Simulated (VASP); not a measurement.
Here is a VASP 6.6.1 calculation.

The input INCAR:

```
ALGO = Normal ; DIPOL = 0.5 0.5 0.286
EDIFF = 1E-6 ; ENCUT = 400
GGA = CA ; GGA_COMPAT = False
IDIPOL = 3 ; ISIF = 2
ISMEAR = 0 ; LASPH = True
LCHARG = False ; LDIPOL = True
LREAL = False ; LWAVE = False
NBANDS = 16 ; NELM = 120
NELMDL = -8 ; PREC = Accurate
SIGMA = 0.05
```

The input KPOINTS:

```
k-points
0
Gamma
  9 9 1
```

Contents of POSCAR:

```
Si
1.0
    3.8195065263      0.0000000000      0.0000000000
   -1.9097532631      3.3077896817      0.0000000000
    0.0000000000      0.0000000000     20.8772910048
Si
4
Direct
    0.3333333333      0.6666666667      0.1915957391
    0.0000000000      0.0000000000      0.2289403115
    0.0000000000      0.0000000000      0.3465922981
    0.6666666667      0.3333333333      0.3773138480
```

Potentials or basis: VASP PAW LDA potentials, release 64 (Si).

The run is started by

```sh
$ cat potpaw_LDA.64/Si/POTCAR > POTCAR
$ mpirun -np 1 vasp_std > vasp.out
```

Question: Predict the largest force.

Answer: 0.624 eV/Å.

Forces in eV/Å, atoms in the order of the input:
```
Si   0.000  0.000  0.624
Si   0.000  0.000 -0.624
Si   0.000  0.000  0.002
Si   0.000  0.000 -0.002
```
